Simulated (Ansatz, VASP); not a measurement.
One calculation of Sr, two programs

```xyz
2
Lattice="4.4393 0.0000 0.0000 -2.2197 3.8445 0.0000 0.0000 0.0000 6.9443" Properties=species:S:1:pos:R:3 pbc="T T T"
Sr    0.0000    2.5630    1.7361
Sr    2.2197    1.2815    5.2082
```

Change from the starting cell: strain +0.030 along x and y, -0.015 along z, atoms carried along.

Alike in both runs: task single point; functional r2SCAN; k mesh 12 × 12 × 8; occupations gaussian, width 0.15 eV; no spin polarisation.

|  | VASP | Ansatz |
| --- | --- | --- |
| version | VASP 6.6.1 | Ansatz 0.2.0 |
| potentials or method | VASP PAW PBE potentials, release 64 (Sr_sv), cutoff 520 eV | scalar-relativistic, plane waves, PAW |
| valence electrons in the cell | 20 | 20 |

|  | VASP | Ansatz | Ansatz less VASP |
| --- | --- | --- | --- |
| gap on the k mesh at the Fermi level (eV) | none | none | - |
| pressure (GPa) | -0.4 | -0.4 | -0.01 |
| traceless stress, the component that is largest in VASP (GPa) | 0.63 | 0.63 | -0.002 |

VASP's potentials were made for PBE, not for r2SCAN. A gap of «none» marks a metal or a gap that the smearing closes.
